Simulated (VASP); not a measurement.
A run of VASP 6.6.1:

The input INCAR:

```
ALGO     = Normal         # electronic algorithm
EDIFF    = 1E-7           # SCF threshold, eV
ENCUT    = 520            # plane-wave cutoff, eV
GGA      = PE             # functional
ISIF     = 2              # what is computed and relaxed
ISMEAR   = 0              # smearing method
LASPH    = True           # aspherical terms in the spheres
LCHARG   = False          # write CHGCAR
LREAL    = False          # projectors in reciprocal space
LWAVE    = False          # write WAVECAR
NBANDS   = 11             # bands
NELM     = 100            # most SCF steps
PREC     = Accurate       # precision mode
SIGMA    = 0.02           # smearing width, eV
```

KPOINTS

```
k-points
0
Gamma
  4 4 4
```

POSCAR

```
C
1.0
    0.0000000000      2.1270000000      3.3480000000
    1.2280000000      0.0000000000      3.3480000000
    1.2280000000      2.1270000000      0.0000000000
C
2
Direct
    0.1666700000      0.8333300000      0.1666700000
    0.8333300000      0.1666700000      0.8333300000
```

Potentials or basis: VASP PAW PBE potentials, release 64 (C).

Command:

```bash
$ cat potpaw_PBE.64/C/POTCAR > POTCAR
$ mpirun -np 1 vasp_std > vasp.out
```

Hardware: 1 thread of Intel(R) Xeon(R) 6975P-C (Granite Rapids), on a shared host.

Question: How long does it take, and how much memory?

Answer: Wall time 2.6 s on 1 thread of Intel(R) Xeon(R) 6975P-C (Granite Rapids), on a shared host, peak memory 0.13 GiB. Counts: scf iterations 13, k points 18.
